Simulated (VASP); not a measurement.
Wanted: the native input for a VASP 6.6.1 run.

```yaml
Task: single point
Functional: LDA
Potentials_or_basis: VASP PAW LDA potentials, release 64 (Tl_d)
Cutoff: 500 eV
k_mesh: 10 × 10 × 10
Occupations: fermi-dirac, width 0.025 eV
Spin: non-collinear spin, zero start, spin-orbit coupling
Starting_moments: "[[0.0, 0.0, 0.0]] μB"
Dipole_correction: no
Further_INCAR_settings: ALGO = Normal; EDIFF = 1e-06; NBANDS = 24
```

The structure of Tl lies in POSCAR:

```
Tl
1.0
   -1.9559951750      1.9559951750      1.9559951750
    1.9559951750     -1.9559951750      1.9559951750
    1.9559951750      1.9559951750     -1.9559951750
Tl
1
Direct
    0.0000000000      0.0000000000      0.0000000000
```

This isn't the form of Tl at room conditions, which is hcp.

One way to write it, as run:

INCAR

```
SYSTEM = Tl
  ALGO = Normal
  EDIFF = 1E-6
  ENCUT = 500
  GGA = CA
  GGA_COMPAT = .FALSE.
  ISIF = 2
  ISMEAR = -1
  LASPH = .TRUE.
  LCHARG = .FALSE.
  LORBIT = 11
  LORBMOM = .TRUE.
  LREAL = .FALSE.
  LSORBIT = .TRUE.
  LWAVE = .FALSE.
  MAGMOM = 0 0 0
  NBANDS = 24
  NELM = 200
  PREC = Accurate
  SIGMA = 0.025
```

KPOINTS

```
k-points
0
G
  10 10 10
  0 0 0
```

Potentials or basis: VASP PAW LDA potentials, release 64 (Tl_d).

Run with:

```console
$ cat potpaw_LDA.64/Tl_d/POTCAR > POTCAR
$ mpirun -np 1 vasp_ncl > vasp.out
```

It gave:

```json
{
  "Pressure": "-3.5 GPa",
  "Net moment": "0.00 μB per cell",
  "Valence electrons inside the program's atomic spheres": "Tl 11.20"
}
```

Caveat: the cell stands under tension.

It took 56 s on 1 thread of Intel(R) Xeon(R) Platinum 8488C (Sapphire Rapids), with other jobs on the host, peak memory 0.22 GiB.
